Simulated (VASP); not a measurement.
ZnS:

```xyz
4
Lattice="3.8054 0.0000 0.0000 -1.9027 3.2956 0.0000 0.0000 0.0000 6.2440" Properties=species:S:1:pos:R:3 pbc="T T T"
Zn    0.0000    2.1971    0.0333
Zn    1.9027    1.0985    3.1554
S     0.0000    2.1971    2.3706
S     1.9027    1.0985    5.4926
```

Base run:

```yaml
Program: VASP 6.6.1
Functional: r2SCAN
Potentials_or_basis: VASP PAW PBE potentials, release 64 (Zn, S)
Cutoff: 520 eV
k_mesh: 12 × 12 × 4
Occupations: gaussian, width 0.01 eV
Spin: no spin polarisation
```

Its results: band gap on the k mesh 2.79 eV; pressure 0.1 GPa; largest force 0.005 eV/Å.

The run is repeated on the same cell with these changes: functional from r2SCAN to PBE; occupations from gaussian, width 0.01 eV to fermi-dirac, width 0.02 eV. What comes out?

Band gap on the k mesh 2.22 eV; pressure 2.4 GPa; largest force 0.004 eV/Å.

Caveats: the PAW data sets were made with another functional, which shifts forces and pressure a little (at least some runs).

A k mesh can miss the band edges.
